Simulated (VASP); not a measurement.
Ag, 1 atom in the cell. The typed cell holds 1 atom: a = 2.819 Å, b = 2.883 Å, c = 2.861 Å, α = 109.89°, β = 107.88°, γ = 109.47°. 

| Property | Result |
| --- | --- |
| Program | VASP 6.6.1 |
| Task | single point |
| Functional | PBE |
| Potentials or basis | VASP PAW PBE potentials, release 64 (Ag) |
| Cutoff | 520 eV |
| k mesh | 8 × 8 × 8 |
| Occupations | fermi-dirac, width 0.05 eV |
| Spin | no spin polarisation |
| Dipole correction | no |
| Further INCAR settings | ALGO = Normal; EDIFF = 1e-06; NBANDS = 12 |

Potentials or basis: VASP PAW PBE potentials, release 64 (Ag).

Launch:

```sh
$ cat potpaw_PBE.64/Ag/POTCAR > POTCAR
$ mpirun -np 1 vasp_std > vasp.out
```

Hardware: 1 thread of Intel(R) Xeon(R) Platinum 8375C CPU @ 2.90GHz (Ice Lake) (shared host).

**Question.** Estimate the wall time of this run.

**Answer.** Run time: 77 s on 1 thread of Intel(R) Xeon(R) Platinum 8375C CPU @ 2.90GHz (Ice Lake) (shared host), peak memory 0.18 GiB. Counts: scf iterations 11, k points 260.
